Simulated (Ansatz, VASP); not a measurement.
**Two plane-wave programs on H2C18O**

```
C O H
1.0
     7.39800    0.00000    0.00000
    -3.69900    6.40686    0.00000
     0.00000    0.00000   12.00000
C O H
18 1 2
Cartesian
  0.0244 -0.0076 0.7584
  1.2624 0.7067 0.7581
  -1.2006 2.1287 0.7578
  0.0247 2.8350 0.7573
  -2.4375 4.2571 0.7561
  -1.2010 4.9715 0.7541
  2.4985 -0.0059 0.7560
  3.7237 0.7006 0.7571
  1.2627 2.1211 0.7586
  2.4995 2.8350 0.7587
  0.0246 4.2640 0.7555
  1.2637 4.9793 0.7562
  4.9615 -0.0138 0.7570
  6.1982 0.6991 0.7585
  3.7234 2.1283 0.7587
  4.9612 2.8428 0.7574
  2.4993 4.2649 0.7580
  3.7238 4.9721 0.7579
  -0.5312 4.7605 4.0952
  -0.3986 4.5678 3.1518
  0.1167 4.1933 4.5415
```

Alike in both runs: functional PBE; dispersion D3(BJ); k mesh 2 × 2 × 1; occupations fermi-dirac, width 0.05 eV; no spin polarisation.

Ansatz relaxed the structure, and its values are those at the end. VASP's run is a single point on that final structure, the one shown.

```csv
,VASP,Ansatz
version,VASP 6.6.1,Ansatz 0.2.0
potentials or method,"VASP PAW PBE potentials, release 64 (C, O, H), cutoff 520 eV","scalar-relativistic, plane waves, PAW"
valence electrons in the cell,80,80
```

```tsv
	VASP	Ansatz	Ansatz less VASP
rms of the force components (eV/Å)	0.024	0.007	-0.0169
```

The k mesh is coarse, so the values compare programs but aren't converged.
